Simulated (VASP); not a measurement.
# Sn3Se2 (Pn-3m) in VASP: single point with PBE

Aim: the single point of Sn3Se2 with PBE.

Program: VASP 6.6.1. These are calculated values, not measurements. Logs are shortened: lines on timing, memory, paths and dates and some standing lists are left out, and cuts for length are marked.

## (1) The cell of the first run

The structure is cubic, space group Pn-3m (No. 224). The conventional cell has a = 6.960 Å, b = 6.960 Å, c = 6.960 Å, α = 90.00°, β = 90.00°, γ = 90.00°. Sn (site symmetry -42m) has 4 Se at 3.01 Å and 4 Sn at 3.48 Å within 4.0 Å. Se (site symmetry -3m) has 6 Sn at 3.01 Å within 4.0 Å.

## (2) Single point, PBE

INCAR reads:

```
SYSTEM = Sn3Se2
  PREC = Accurate
  ENCUT = 500
  EDIFF = 1E-6
  ISMEAR = 0
  SIGMA = 0.2
  LREAL = .False.
  LASPH = .True.
  NELM = 120
  ALGO = Normal
  ISIF = 2
  LWAVE = .False.
  LCHARG = .True.
  GGA = PE
  LELF = .True.
  LVHAR = .True.
  NBANDS = 65
  GGA_COMPAT = .False.
```

KPOINTS reads:

```
regular mesh
0
Gamma
  3 3 3
  0 0 0
```

POSCAR reads:

```
Sn3Se2
1.0
    6.9601755622      0.0000000000      0.0000000000
    0.0000000000      6.9601755622      0.0000000000
    0.0000000000      0.0000000000      6.9601755622
Sn Se
6 4
Direct
    0.0000000000      0.5000000000      0.5000000000
    0.0000000000      0.5000000000      0.0000000000
    0.5000000000      0.0000000000      0.5000000000
    0.0000000000      0.0000000000      0.5000000000
    0.5000000000      0.0000000000      0.0000000000
    0.5000000000      0.5000000000      0.0000000000
    0.2500000000      0.2500000000      0.2500000000
    0.2500000000      0.7500000000      0.7500000000
    0.7500000000      0.7500000000      0.2500000000
    0.7500000000      0.2500000000      0.7500000000
```

Potentials or basis: VASP PAW PBE potentials, release 64 (Sn_d, Se).

The run is started by

```sh
$ cat potpaw_PBE.64/Sn_d/POTCAR potpaw_PBE.64/Se/POTCAR > POTCAR
$ mpirun -np 1 vasp_std > vasp.out
```

OUTCAR:

```text
SYSTEM = Sn3Se2
   PREC = Accurate
   ENCUT = 500
   EDIFF = 1E-6
   ISMEAR = 0
   LREAL = .False.
   LASPH = .True.
   NELM = 120
   ISIF = 2
   GGA = PE

 ion  position               nearest neighbor table
   1  0.000  0.500  0.500-   7 3.01   8 3.01   9 3.01  10 3.01   2 3.48   4 3.48   2 3.48   4 3.48

   2  0.000  0.500  0.000-   7 3.01   8 3.01   9 3.01  10 3.01   1 3.48   6 3.48   1 3.48   6 3.48

   3  0.500  0.000  0.500-   7 3.01   8 3.01   9 3.01  10 3.01   4 3.48   5 3.48   5 3.48   4 3.48

   4  0.000  0.000  0.500-   7 3.01   8 3.01   9 3.01  10 3.01   1 3.48   3 3.48   1 3.48   3 3.48

   5  0.500  0.000  0.000-   7 3.01   8 3.01   9 3.01  10 3.01   3 3.48   6 3.48   3 3.48   6 3.48

   6  0.500  0.500  0.000-   7 3.01   8 3.01   9 3.01  10 3.01   2 3.48   5 3.48   5 3.48   2 3.48

   7  0.250  0.250  0.250-   1 3.01   2 3.01   3 3.01   4 3.01   5 3.01   6 3.01
   8  0.250  0.750  0.750-   1 3.01   2 3.01   3 3.01   4 3.01   5 3.01   6 3.01
   9  0.750  0.750  0.250-   1 3.01   2 3.01   3 3.01   4 3.01   5 3.01   6 3.01
  10  0.750  0.250  0.750-   1 3.01   2 3.01   3 3.01   4 3.01   5 3.01   6 3.01

  LATTYP: Found a simple cubic cell.
 ALAT       =     6.9601755622

  Lattice vectors:

 A1 = (   6.9601755622,   0.0000000000,   0.0000000000)
 A2 = (   0.0000000000,   6.9601755622,   0.0000000000)
 A3 = (   0.0000000000,   0.0000000000,   6.9601755622)

Analysis of symmetry for initial positions (statically):
=====================================================================
 Subroutine PRICEL returns:
 Original cell was already a primitive cell.

 Routine SETGRP: Setting up the symmetry group for a
 simple cubic supercell.

 Subroutine GETGRP returns: Found 48 space group operations
 (whereof 24 operations were pure point group operations)
 out of a pool of 48 trial point group operations.

The static configuration has the point symmetry T_d .
 The point group associated with its full space group is O_h .

Analysis of symmetry for dynamics (positions and initial velocities):
=====================================================================
 Subroutine PRICEL returns:
 Original cell was already a primitive cell.

 Routine SETGRP: Setting up the symmetry group for a
 simple cubic supercell.

 Subroutine GETGRP returns: Found 48 space group operations
 (whereof 24 operations were pure point group operations)
 out of a pool of 48 trial point group operations.

The dynamic configuration has the point symmetry T_d .
 The point group associated with its full space group is O_h .

 Subroutine INISYM returns: Found 48 space group operations
 (whereof 24 operations are pure point group operations),
 and found     1 'primitive' translations

----------------------------------------------------------------------------------------

                                     Primitive cell

  volume of cell :     337.1791

  direct lattice vectors                    reciprocal lattice vectors
     6.960175562  0.000000000  0.000000000     0.143674537  0.000000000  0.000000000
     0.000000000  6.960175562  0.000000000     0.000000000  0.143674537  0.000000000
     0.000000000  0.000000000  6.960175562     0.000000000  0.000000000  0.143674537

  length of vectors
     6.960175562  6.960175562  6.960175562     0.143674537  0.143674537  0.143674537

  position of ions in fractional coordinates (direct lattice)
     0.000000000  0.500000000  0.500000000
     0.000000000  0.500000000  0.000000000
     0.500000000  0.000000000  0.500000000
     0.000000000  0.000000000  0.500000000
     0.500000000  0.000000000  0.000000000
     0.500000000  0.500000000  0.000000000
     0.250000000  0.250000000  0.250000000
     0.250000000  0.750000000  0.750000000
     0.750000000  0.750000000  0.250000000
     0.750000000  0.250000000  0.750000000

  ion indices of the primitive-cell ions
   primitive index   ion index
                 1           1
                 2           2
                 3           3
                 4           4
                 5           5
                 6           6
                 7           7
                 8           8
                 9           9
                10          10

----------------------------------------------------------------------------------------

 KPOINTS: regular mesh

Automatic generation of k-mesh.
 Grid dimensions read from file:
 generate k-points for:    3    3    3

 Generating k-lattice:

  Cartesian coordinates                     Fractional coordinates (reciprocal lattice)
     0.047891512  0.000000000  0.000000000     0.333333333  0.000000000  0.000000000
     0.000000000  0.047891512  0.000000000     0.000000000  0.333333333  0.000000000
     0.000000000  0.000000000  0.047891512     0.000000000  0.000000000  0.333333333

  Length of vectors
     0.047891512  0.047891512  0.047891512

  Shift w.r.t. Gamma in fractional coordinates (k-lattice)
     0.000000000  0.000000000  0.000000000

 Subroutine IBZKPT returns following result:
 ===========================================

 Found      4 irreducible k-points:

 Following reciprocal coordinates:
            Coordinates               Weight
  0.000000  0.000000  0.000000      1.000000
  0.333333  0.000000  0.000000      6.000000
  0.333333  0.333333  0.000000     12.000000
  0.333333  0.333333  0.333333      8.000000
   k-points           NKPTS =      4   k-points in BZ     NKDIM =      4   number of bands    NBANDS=     65
   number of dos      NEDOS =    301   number of ions     NIONS =     10
   total plane-waves  NPLWV = 157464
   dimension x,y,z NGX =    54 NGY =   54 NGZ =   54
   dimension x,y,z NGXF=   108 NGYF=  108 NGZF=  108
   ions per type =               6   4
   NGX,Y,Z   is equivalent  to a cutoff of  12.90, 12.90, 12.90 a.u.
   NGXF,Y,Z  is equivalent  to a cutoff of  25.80, 25.80, 25.80 a.u.
 SYSTEM =  Sn3Se2
   PREC   = accura    normal or accurate (medium, high low for compatibility)
   ISTART =      0    job   : 0-new  1-cont  2-samecut
   ICHARG =      2    charge: 1-file 2-atom 10-const
   ISPIN  =      1    spin polarized calculation?
   LNONCOLLINEAR =      F non collinear calculations
   LSORBIT =      F    spin-orbit coupling
   LASPH  =      T    aspherical Exc in radial PAW
   ENCUT  =  500.0 eV  36.75 Ry    6.06 a.u.  12.69 12.69 12.69*2*pi/ulx,y,z
   NELM   =    120;   NELMIN=  2; NELMDL= -5     # of ELM steps
   EDIFF  = 0.1E-05   stopping-criterion for ELM
   LREAL  =      F    real-space projection
   EDIFFG = 0.1E-04   stopping-criterion for IOM
   NSW    =      0    number of steps for IOM
   IBRION =     -1    ionic relax: 0-MD 1-quasi-New 2-CG
   NFREE  =      0    steps in history (QN), initial steepest desc. (CG)
   ISIF   =      2    stress and relaxation
   ISYM   =      2    0-nonsym 1-usesym 2-fastsym
   POTIM  = 0.5000    time-step for ionic-motion
   TEBEG  =    0.0;   TEEND  =   0.0 temperature during run
   PSTRESS=    0.0 pullay stress
   NELECT =     108.0000    total number of electrons
   NUPDOWN=      -1.0000    fix difference up-down
   EMIN   =  10.00;   EMAX   =-10.00  energy-range for DOS
   EFERMI =   0.00;   METHOD = LEGACY
   ISMEAR =     0;   SIGMA  =   0.20  broadening in eV -4-tet -1-fermi 0-gaus
   EFERMI_NEDOS =   21; number of points for ismear=-14 and -15
   IALGO  =     38    algorithm
   IMIX   =      4    mixing-type and parameters
     AMIX     =   0.40;   BMIX     =  1.00
     AMIX_MAG =   1.60;   BMIX_MAG =  1.00
  volume/ion in A,a.u.               =      33.72       227.54
  Fermi-wavevector in a.u.,A,eV,Ry     =   1.120115  2.116710 17.070649  1.254657
  Thomas-Fermi vector in A             =   2.256759
   LORBIT       =      0    0 simple, 1 ext, 2 COOP (PROOUT), +10 PAW based schemes
   GGA     = PE    functional components
   LHFCALC =     F    Hartree Fock is set to
   AEXX    =    0.0000 exact exchange contribution
   IVDW    =     0    specifies the selected vdW correction
   LEPSILON=     F    determine dielectric tensor
   LRPA    =     F    only Hartree local field effects (RPA)
 non-spin polarized calculation
 Gauss-broadening in eV      SIGMA  =   0.20
  energy-cutoff  :      500.00
  volume of cell :      337.18
 maximum number of plane-waves:      8601
 NGX is ok and might be reduce to    54
   NGX = 25   NGY = 25   NGZ = 25

 number of electron     107.9999954 magnetization

 Free energy of the ion-electron system (eV)
  ---------------------------------------------------
  ext. energy  EPLUGINS =         0.00000000
  ---------------------------------------------------
  free energy    TOTEN  =       -36.80638721 eV

  energy without entropy =      -36.62827284  energy(sigma->0) =      -36.71733003

 E-fermi :   4.5099     XC(G=0):  -8.5671

 val. band max:        4.4603986967   @ k =   0.3333   0.3333   0.0000
 cond. band min:       4.6274067558   @ k =   0.3333   0.0000   0.0000
 fundamental gap:      0.1670080591
 Fermi energy:         4.5098875043

 k-point     1 :       0.0000    0.0000    0.0000
  band No.  band energies     occupation
      1     -17.4160      2.00000
      2     -17.4160      2.00000
      3     -17.4144      2.00000
      4     -17.4144      2.00000
      5     -17.4136      2.00000
      6     -17.4109      2.00000
[... 57 lines left out ...]
     64       7.7341      0.00000
     65       7.7342      0.00000

 k-point     2 :       0.3333    0.0000    0.0000
  band No.  band energies     occupation
      1     -17.4152      2.00000
      2     -17.4143      2.00000
      3     -17.4142      2.00000
      4     -17.4137      2.00000
      5     -17.3981      2.00000
      6     -17.3958      2.00000
[... 57 lines left out ...]
     64       7.1612      0.00000
     65       7.5928      0.00000

 k-point     3 :       0.3333    0.3333    0.0000
  band No.  band energies     occupation
      1     -17.4145      2.00000
      2     -17.4142      2.00000
      3     -17.3994      2.00000
      4     -17.3979      2.00000
      5     -17.3932      2.00000
      6     -17.3928      2.00000
[... 57 lines left out ...]
     64       7.0081      0.00000
     65       7.1381      0.00000

 k-point     4 :       0.3333    0.3333    0.3333
  band No.  band energies     occupation
      1     -17.4007      2.00000
      2     -17.3993      2.00000
      3     -17.3993      2.00000
      4     -17.3933      2.00000
      5     -17.3933      2.00000
      6     -17.3881      2.00000
[... 57 lines left out ...]
     64       7.1446      0.00000
     65       7.5632      0.00000

------------------------ aborting loop because EDIFF is reached ----------------------------------------

  FORCE on cell =-STRESS in cart. coord.  units (eV):
  Direction    XX          YY          ZZ          XY          YZ          ZX
  --------------------------------------------------------------------------------------
  -------------------------------------------------------------------------------------
  Total        1.2481234      1.2481234      1.2481234      0.0000000      0.0000000     -0.0000000
  in kB        5.9307214      5.9307214      5.9307214      0.0000000      0.0000000     -0.0000000
  external PRESSURE =       5.9307214 kB  Pullay stress =       0.0000000 kB

 VOLUME and BASIS-vectors are now :
 -----------------------------------------------------------------------------
  energy-cutoff  :      500.00
  volume of cell :      337.18
      direct lattice vectors                 reciprocal lattice vectors
     6.960175562  0.000000000  0.000000000     0.143674537  0.000000000  0.000000000
     0.000000000  6.960175562  0.000000000     0.000000000  0.143674537  0.000000000
     0.000000000  0.000000000  6.960175562     0.000000000  0.000000000  0.143674537

 POSITION                                       TOTAL-FORCE (eV/Angst)
 -----------------------------------------------------------------------------------
      0.00000      3.48009      3.48009         0.000000      0.000000      0.000000
      0.00000      3.48009      0.00000        -0.000000     -0.000000     -0.000000
      3.48009      0.00000      3.48009         0.000000      0.000000      0.000000
      0.00000      0.00000      3.48009        -0.000000     -0.000000     -0.000000
      3.48009      0.00000      0.00000         0.000000      0.000000     -0.000000
      3.48009      3.48009      0.00000         0.000000     -0.000000      0.000000
      1.74004      1.74004      1.74004        -0.000000      0.000000      0.000000
      1.74004      5.22013      5.22013         0.000000     -0.000000      0.000000
      5.22013      5.22013      1.74004         0.000000     -0.000000     -0.000000
      5.22013      1.74004      5.22013         0.000000      0.000000     -0.000000
 -----------------------------------------------------------------------------------
    total drift:                                0.000000     -0.000000      0.000000

  FREE ENERGIE OF THE ION-ELECTRON SYSTEM (eV)
  ---------------------------------------------------
  free  energy   TOTEN  =       -36.8063872136 eV

  energy  without entropy=      -36.6282728381  energy(sigma->0) =      -36.71733003
```

It took 1.7 min on 1 thread of Intel Xeon 6975P-C (Granite Rapids), shared host; peak memory 0.41 GiB.

What came out:

```
Free energy            : -36.8064 eV
Pressure               : 0.6 GPa
Band gap on the k mesh : zero (band 54 reaches 4.76 eV, above the bottom of band 55 at 4.46 eV)
```

Caveat: spin-orbit coupling is left out, which moves the levels of the heavy elements.
